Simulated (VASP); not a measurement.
# CoSi (P2_13) in VASP: relaxation of cell and atoms with PBEsol

Aim: the relaxation of cell and atoms of CoSi with PBEsol.

Program: VASP 6.6.1. These are calculated values, not measurements. Logs are shortened: lines on timing, memory, paths and dates and some standing lists are left out, and cuts for length are marked.

**1. The cell of the first run**

Symmetry: P2_13, No. 198, cubic system. The conventional cell has a = 4.386 Å, b = 4.386 Å, c = 4.386 Å, α = 90.00°, β = 90.00°, γ = 90.00°. Co (site symmetry 3) has 7 Si at 2.30 to 2.40 Å and 6 Co at 2.70 Å within 3.0 Å. Within 3.0 Å of Si (site symmetry 3) lie 7 Co at 2.30 to 2.40 Å and 6 Si at 2.71 Å.

**2. Relaxation of cell and atoms, PBEsol**

File INCAR:

```
ALGO     = Normal         # electronic algorithm
EDIFF    = 1E-7           # SCF threshold, eV
EDIFFG   = -0.001         # ionic threshold
ENCUT    = 600            # plane-wave cutoff, eV
GGA      = PS             # functional
IBRION   = 2              # ionic algorithm
ISIF     = 3              # what is computed and relaxed
ISMEAR   = -1             # smearing method
LASPH    = True           # aspherical terms in the spheres
LCHARG   = False          # write CHGCAR
LREAL    = False          # projectors in reciprocal space
LWAVE    = False          # write WAVECAR
NELM     = 100            # most SCF steps
NSW      = 80             # ionic steps
PREC     = Accurate       # precision mode
SIGMA    = 0.15           # smearing width, eV
```

File KPOINTS:

```
k-points
0
Gamma
  8 8 8
```

File POSCAR:

```
CoSi
1.0
    4.3858255942      0.0000000000      0.0000000000
    0.0000000000      4.3858255942      0.0000000000
    0.0000000000      0.0000000000      4.3858255942
Co Si
4 4
Direct
    0.1456444670      0.1456444670      0.1456444670
    0.3543555330      0.8543555330      0.6456444670
    0.6456444670      0.3543555330      0.8543555330
    0.8543555330      0.6456444670      0.3543555330
    0.8433288428      0.8433288428      0.8433288428
    0.6566711572      0.1566711572      0.3433288428
    0.3433288428      0.6566711572      0.1566711572
    0.1566711572      0.3433288428      0.6566711572
```

Potentials or basis: VASP PAW PBE potentials, release 64 (Co, Si).

Launch:

```
$ cat potpaw_PBE.64/Co/POTCAR potpaw_PBE.64/Si/POTCAR > POTCAR
$ mpirun -np 1 vasp_std > vasp.out
```

OUTCAR:

```text
EDIFF = 1E-7
   EDIFFG = -0.001
   ENCUT = 600
   GGA = PS
   IBRION = 2
   ISIF = 3
   ISMEAR = -1
   LASPH = True
   LREAL = False
   NELM = 100
   NSW = 80
   PREC = Accurate

 ion  position               nearest neighbor table
   1  0.146  0.146  0.146-   5 2.30   6 2.31   7 2.31   8 2.31   7 2.40   8 2.40   6 2.40   3 2.70
                             4 2.70   2 2.70   2 2.70   4 2.70   3 2.70
   2  0.354  0.854  0.646-   6 2.30   5 2.31   7 2.31   8 2.31   7 2.40   8 2.40   5 2.40   1 2.70
                             1 2.70   3 2.70   3 2.70   4 2.70   4 2.70
   3  0.646  0.354  0.854-   7 2.30   6 2.31   5 2.31   8 2.31   8 2.40   6 2.40   5 2.40   1 2.70
                             4 2.70   2 2.70   2 2.70   4 2.70   1 2.70
   4  0.854  0.646  0.354-   8 2.30   6 2.31   7 2.31   5 2.31   6 2.40   5 2.40   7 2.40   1 2.70
                             3 2.70   2 2.70   1 2.70   2 2.70   3 2.70
   5  0.843  0.843  0.843-   1 2.30   2 2.31   3 2.31   4 2.31   3 2.40   4 2.40   2 2.40   6 2.71
                             7 2.71   8 2.71   6 2.71   8 2.71   7 2.71
   6  0.657  0.157  0.343-   2 2.30   1 2.31   3 2.31   4 2.31   3 2.40   4 2.40   1 2.40   8 2.71
                             5 2.71   5 2.71   7 2.71   7 2.71   8 2.71
   7  0.343  0.657  0.157-   3 2.30   2 2.31   1 2.31   4 2.31   4 2.40   2 2.40   1 2.40   8 2.71
                             5 2.71   8 2.71   6 2.71   6 2.71   5 2.71
   8  0.157  0.343  0.657-   4 2.30   2 2.31   3 2.31   1 2.31   2 2.40   1 2.40   3 2.40   7 2.71
                             5 2.71   7 2.71   5 2.71   6 2.71   6 2.71

  LATTYP: Found a simple cubic cell.
 ALAT       =     4.3858255942

  Lattice vectors:

 A1 = (   4.3858255942,   0.0000000000,   0.0000000000)
 A2 = (   0.0000000000,   4.3858255942,   0.0000000000)
 A3 = (   0.0000000000,   0.0000000000,   4.3858255942)

Analysis of symmetry for initial positions (statically):
=====================================================================
 Subroutine PRICEL returns:
 Original cell was already a primitive cell.

 Routine SETGRP: Setting up the symmetry group for a
 simple cubic supercell.

 Subroutine GETGRP returns: Found 12 space group operations
 (whereof  3 operations were pure point group operations)
 out of a pool of 48 trial point group operations.

The static configuration has the point symmetry C_3 .
 The point group associated with its full space group is T   .

Analysis of symmetry for dynamics (positions and initial velocities):
=====================================================================
 Subroutine PRICEL returns:
 Original cell was already a primitive cell.

 Routine SETGRP: Setting up the symmetry group for a
 simple cubic supercell.

 Subroutine GETGRP returns: Found 12 space group operations
 (whereof  3 operations were pure point group operations)
 out of a pool of 48 trial point group operations.

The dynamic configuration has the point symmetry C_3 .
 The point group associated with its full space group is T   .

 Subroutine INISYM returns: Found 12 space group operations
 (whereof  3 operations are pure point group operations),
 and found     1 'primitive' translations

----------------------------------------------------------------------------------------

                                     Primitive cell

  volume of cell :      84.3634

  direct lattice vectors                    reciprocal lattice vectors
     4.385825594  0.000000000  0.000000000     0.228007243  0.000000000  0.000000000
     0.000000000  4.385825594  0.000000000     0.000000000  0.228007243  0.000000000
     0.000000000  0.000000000  4.385825594     0.000000000  0.000000000  0.228007243

  length of vectors
     4.385825594  4.385825594  4.385825594     0.228007243  0.228007243  0.228007243

  position of ions in fractional coordinates (direct lattice)
     0.145644467  0.145644467  0.145644467
     0.354355533  0.854355533  0.645644467
     0.645644467  0.354355533  0.854355533
     0.854355533  0.645644467  0.354355533
     0.843328843  0.843328843  0.843328843
     0.656671157  0.156671157  0.343328843
     0.343328843  0.656671157  0.156671157
     0.156671157  0.343328843  0.656671157

  ion indices of the primitive-cell ions
   primitive index   ion index
                 1           1
                 2           2
                 3           3
                 4           4
                 5           5
                 6           6
[... 26 lines left out ...]

 Found     45 irreducible k-points:

 Following reciprocal coordinates:
            Coordinates               Weight
  0.000000  0.000000  0.000000      1.000000
  0.125000  0.000000  0.000000      6.000000
  0.250000  0.000000  0.000000      6.000000
  0.375000  0.000000  0.000000      6.000000
  0.500000  0.000000  0.000000      3.000000
  0.125000  0.125000  0.000000     12.000000
[... 16 lines left out ...]
  0.250000  0.125000  0.125000     24.000000
  0.375000  0.125000  0.125000     24.000000
 [... further k-points ...]
   k-points           NKPTS =     45   k-points in BZ     NKDIM =     45   number of bands    NBANDS=     31
   number of dos      NEDOS =    301   number of ions     NIONS =      8
   total plane-waves  NPLWV =  46656
   dimension x,y,z NGX =    36 NGY =   36 NGZ =   36
   dimension x,y,z NGXF=    72 NGYF=   72 NGZF=   72
   ions per type =               4   4
   NGX,Y,Z   is equivalent  to a cutoff of  13.65, 13.65, 13.65 a.u.
   NGXF,Y,Z  is equivalent  to a cutoff of  27.29, 27.29, 27.29 a.u.
 SYSTEM =  unknown system
   PREC   = accura    normal or accurate (medium, high low for compatibility)
   ISTART =      0    job   : 0-new  1-cont  2-samecut
   ICHARG =      2    charge: 1-file 2-atom 10-const
   ISPIN  =      1    spin polarized calculation?
   LNONCOLLINEAR =      F non collinear calculations
   LSORBIT =      F    spin-orbit coupling
   LASPH  =      T    aspherical Exc in radial PAW
   ENCUT  =  600.0 eV  44.10 Ry    6.64 a.u.   8.76  8.76  8.76*2*pi/ulx,y,z
   NELM   =    100;   NELMIN=  2; NELMDL= -5     # of ELM steps
   EDIFF  = 0.1E-06   stopping-criterion for ELM
   LREAL  =      F    real-space projection
   EDIFFG = -.1E-02   stopping-criterion for IOM
   NSW    =     80    number of steps for IOM
   IBRION =      2    ionic relax: 0-MD 1-quasi-New 2-CG
   NFREE  =      1    steps in history (QN), initial steepest desc. (CG)
   ISIF   =      3    stress and relaxation
   ISYM   =      2    0-nonsym 1-usesym 2-fastsym
   POTIM  = 0.5000    time-step for ionic-motion
   TEBEG  =    0.0;   TEEND  =   0.0 temperature during run
   PSTRESS=    0.0 pullay stress
   NELECT =      52.0000    total number of electrons
   NUPDOWN=      -1.0000    fix difference up-down
   EMIN   =  10.00;   EMAX   =-10.00  energy-range for DOS
   EFERMI =   0.00;   METHOD = LEGACY
   ISMEAR =    -1;   SIGMA  =   0.15  broadening in eV -4-tet -1-fermi 0-gaus
   EFERMI_NEDOS =   21; number of points for ismear=-14 and -15
   IALGO  =     38    algorithm
   IMIX   =      4    mixing-type and parameters
     AMIX     =   0.40;   BMIX     =  1.00
     AMIX_MAG =   1.60;   BMIX_MAG =  1.00
  volume/ion in A,a.u.               =      10.55        71.16
  Fermi-wavevector in a.u.,A,eV,Ry     =   1.393236  2.632834 26.410346  1.941106
  Thomas-Fermi vector in A             =   2.516901
   LORBIT       =      0    0 simple, 1 ext, 2 COOP (PROOUT), +10 PAW based schemes
   GGA     = PS    functional components
   LHFCALC =     F    Hartree Fock is set to
   AEXX    =    0.0000 exact exchange contribution
   IVDW    =     0    specifies the selected vdW correction
   LEPSILON=     F    determine dielectric tensor
   LRPA    =     F    only Hartree local field effects (RPA)
 conjugate gradient relaxation of ions
 non-spin polarized calculation
  energy-cutoff  :      600.00
  volume of cell :       84.36
 maximum number of plane-waves:      2841
   NGX = 17   NGY = 17   NGZ = 17

--------------------------------------- Ionic step        1  -------------------------------------------

 number of electron      51.9999988 magnetization

 Free energy of the ion-electron system (eV)
  ---------------------------------------------------
  ext. energy  EPLUGINS =         0.00000000
  ---------------------------------------------------
  free energy    TOTEN  =       -59.90388016 eV

  energy without entropy =      -59.70054726  energy(sigma->0) =      -59.80221371

------------------------ aborting loop because EDIFF is reached ----------------------------------------

  FORCE on cell =-STRESS in cart. coord.  units (eV):
  Direction    XX          YY          ZZ          XY          YZ          ZX
  --------------------------------------------------------------------------------------
  -------------------------------------------------------------------------------------
  Total        0.2440727      0.2440727      0.2440727      0.0000000      0.0000000      0.0000000
  in kB        4.6352772      4.6352772      4.6352772      0.0000000      0.0000000      0.0000000
  external PRESSURE =       4.6352772 kB  Pullay stress =       0.0000000 kB
[... 107 lines left out ...]
  FREE ENERGIE OF THE ION-ELECTRON SYSTEM (eV)
  ---------------------------------------------------
  free  energy   TOTEN  =       -59.9041133026 eV

  energy  without entropy=      -59.6998837620  energy(sigma->0) =      -59.80199853

[... ionic steps 4 to 9 ...]

--------------------------------------- Ionic step       10  -------------------------------------------

 number of electron      51.9999988 magnetization

------------------------ aborting loop because EDIFF is reached ----------------------------------------
[... 79 lines left out ...]
--------------------------------------- Ionic step       12  -------------------------------------------

 number of electron      51.9999988 magnetization

 Free energy of the ion-electron system (eV)
  ---------------------------------------------------
  ext. energy  EPLUGINS =         0.00000000
  ---------------------------------------------------
  free energy    TOTEN  =       -59.90413165 eV

  energy without entropy =      -59.69976263  energy(sigma->0) =      -59.80194714

 E-fermi :  12.5800     XC(G=0): -13.1193

 val. band max:       12.4358595383   @ k =   0.5000   0.5000   0.3750
 cond. band min:      12.5805707288   @ k =   0.3750   0.3750   0.3750
 fundamental gap:      0.1447111905
 Fermi energy:        12.5799884600

 k-point     1 :       0.0000    0.0000    0.0000
  band No.  band energies     occupation
      1      -1.4687      2.00000
      2       4.1377      2.00000
      3       4.1377      2.00000
      4       4.1377      2.00000
      5       6.8129      2.00000
      6       6.8129      2.00000
[... 805 lines left out ...]
     30      14.5227      0.00000
     31      15.4037      0.00000

 [... further k-points ...]

------------------------ aborting loop because EDIFF is reached ----------------------------------------

  FORCE on cell =-STRESS in cart. coord.  units (eV):
  Direction    XX          YY          ZZ          XY          YZ          ZX
  --------------------------------------------------------------------------------------
  -------------------------------------------------------------------------------------
  Total        0.0068916      0.0068916      0.0068916      0.0000000     -0.0000000      0.0000000
  in kB        0.1306229      0.1306229      0.1306229      0.0000000     -0.0000000      0.0000000
  external PRESSURE =       0.1306229 kB  Pullay stress =       0.0000000 kB
[... 23 lines left out ...]
  FREE ENERGIE OF THE ION-ELECTRON SYSTEM (eV)
  ---------------------------------------------------
  free  energy   TOTEN  =       -59.9041316530 eV

  energy  without entropy=      -59.6997626320  energy(sigma->0) =      -59.80194714

 reached required accuracy - stopping structural energy minimisation
```

It took 7.5 min on 1 thread of Intel Xeon 6975P-C (Granite Rapids), shared host; peak memory 0.27 GiB.

Results:

| Property | Result |
| --- | --- |
| Free energy | -59.9041 eV |
| Relaxed volume | 10.57 Å³/atom |
| Relaxed cell | a = 4.389 Å, b = 4.389 Å, c = 4.389 Å, α = 90.00°, β = 90.00°, γ = 90.00° |
| Space group after relaxing (to 0.1 Å) | P2_13 (No. 198) |
| Energy gained by relaxing | 0.0 meV/atom |
| Ionic steps | 12 |
| Pressure after relaxing | 0.0 GPa |
| Band gap on the k mesh | zero (bands 26 and 27 overlap by 0.22 eV) |

Step by step:
```tsv
step	energy change (eV)	largest force (eV/Å)	pressure (GPa)	volume (Å³)
1	0.0000	0.0057	0.46	84.36
2	0.0002	0.0127	-0.60	84.74
3	-0.0002	0.0087	0.00	84.52
4	-0.0002	0.0088	0.00	84.53
5	-0.0001	0.0107	-0.31	84.63
6	-0.0002	0.0088	-0.01	84.53
7	-0.0002	0.0059	0.03	84.53
8	-0.0003	0.0020	-0.02	84.54
9	-0.0003	0.0003	-0.06	84.54
10	-0.0002	0.0030	0.10	84.50
11	-0.0003	0.0008	0.03	84.53
12	-0.0003	0.0005	0.01	84.53
```

Final structure:
```xyz
8
Lattice="4.3887 0.0000 0.0000 0.0000 4.3887 0.0000 0.0000 0.0000 4.3887" Properties=species:S:1:pos:R:3 pbc="T T T"
Co    0.6385    0.6385    0.6385
Co    1.5559    3.7502    2.8329
Co    2.8329    1.5559    3.7502
Co    3.7502    2.8329    1.5559
Si    3.7010    3.7010    3.7010
Si    2.8821    0.6877    1.5067
Si    1.5067    2.8821    0.6877
Si    0.6877    1.5067    2.8821
```

Levels at points of the mesh, in eV from the Fermi level:
```tsv
k point	band 23	band 24	band 25	band 26	band 27	band 28	band 29	band 30
(0.00, 0.00, 0.00)	-0.94	-0.94	-0.15	-0.15	-0.15	2.50	2.50	2.50
(0.50, 0.00, 0.00)	-0.81	-0.81	-0.65	-0.65	0.90	0.90	1.45	1.45
(0.50, 0.50, 0.00)	-1.18	-1.18	-0.18	-0.18	0.48	0.48	1.98	1.98
(0.50, 0.50, 0.50)	-1.42	-1.42	-0.37	-0.37	-0.37	-0.37	5.47	5.47
```

Caveat: the PAW data sets were made with another functional, which shifts forces and pressure a little; the run has no spin polarisation, though such a crystal can be magnetic. Spin polarisation is off, so any magnetic state and its effect on volume and gap are missing.
